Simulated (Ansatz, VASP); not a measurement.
# One calculation of InO, two programs

```
CELL_PARAMETERS angstrom
3.36727 0.00000 0.00000
-1.68364 2.91614 0.00000
0.00000 0.00000 15.87710
ATOMIC_POSITIONS crystal
In 0.66667 0.33333 0.59002
In 0.66667 0.33333 0.40998
O 0.00000 0.00000 0.63987
O 0.00000 0.00000 0.36013
```

Change from the starting cell: strain -0.025 along x and y, +0.000 along z, atoms carried along.

Alike in both runs: task single point; functional PBE; k mesh 12 × 12 × 2; occupations gaussian, width 0.03 eV; no spin polarisation.

|  | VASP | Ansatz |
| --- | --- | --- |
| version | VASP 6.6.1 | Ansatz 0.2.0 |
| potentials or method | VASP PAW PBE potentials, release 64 (In_d, O), cutoff 520 eV | scalar-relativistic, plane waves, PAW |
| valence electrons in the cell | 38 | 38 |

Ansatz gave:

- gap on the k mesh at the Fermi level (eV): 0.35
- least direct gap on the mesh (eV): 1.30
- rms of the force components (eV/Å): 0.265

What did VASP give for the same quantities?

gap on the k mesh at the Fermi level (eV): 0.34; least direct gap on the mesh (eV): 1.29; rms of the force components (eV/Å): 0.287.

Atom by atom the forces differ by 0.022 eV/Å (rms over components). With one functional, cell and mesh, what is left measures potentials, basis and numerics. Ansatz's warnings: xc potential rough in thin density.
